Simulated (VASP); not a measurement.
# H: single point with LDA

Crystal: H.

```
H
1.0
     1.69799   -2.81364    0.00000
     1.69799    2.81364    0.00000
     0.00000    0.00000    6.31377
H
4
Direct
  0.56781 0.43219 0.99951
  0.43219 0.56781 0.00049
  0.43219 0.56781 0.49951
  0.56781 0.43219 0.50049
```

This cell differs from its parent crystal: strain +0.0300 x Voigt [1, 1, 0, 0, 0, 0].

```
Program             : VASP 6.6.1
Task                : single point
Functional          : LDA
Potentials or basis : VASP PAW LDA potentials, release 64 (H)
Cutoff              : 520 eV
k mesh              : 8 × 8 × 4
Occupations         : gaussian, width 0.05 eV
Spin                : no spin polarisation
```

```yaml
Pressure: -0.3 GPa
Largest_force: 0.193 eV/Å
Band_gap_on_the_k_mesh: 7.63 eV
```

Forces in eV/Å, atoms in the order of the input:
```
H    0.000 -0.193 -0.002
H    0.000  0.193  0.002
H    0.000  0.193 -0.002
H    0.000 -0.193  0.002
```

Stress tensor (GPa, compression positive):
```
-0.57  0.00  0.00
 0.00 -0.01  0.00
 0.00  0.00 -0.39
```

Levels at points of the mesh, in eV from the valence-band top:
| k point | band 1 | band 2 | band 3 | band 4 | band 5 |
| --- | --- | --- | --- | --- | --- |
| (0.00, 0.00, 0.00) | -1.89 | -1.12 | 8.71 | 11.62 | 15.72 |
| (0.50, 0.00, 0.00) | -0.79 | -0.24 | 8.50 | 10.82 | 12.33 |
| (0.50, 0.50, 0.00) | -0.52 | 0.00 | 7.63 | 9.60 | 12.84 |
| (0.00, 0.00, 0.50) | -1.53 | -1.53 | 10.19 | 10.19 | 16.04 |
| (0.50, 0.00, 0.50) | -0.53 | -0.53 | 9.32 | 9.32 | 13.79 |
| (0.50, 0.50, 0.50) | -0.27 | -0.27 | 8.38 | 8.38 | 13.99 |

It took 16 s on 1 thread of Intel(R) Xeon(R) Platinum 8375C CPU @ 2.90GHz (Ice Lake), with other jobs on the host, peak memory 0.15 GiB.

Caveat: the cell differs from its parent crystal (strain +0.0300 x Voigt [1, 1, 0, 0, 0, 0]). A k mesh can miss the band edges.
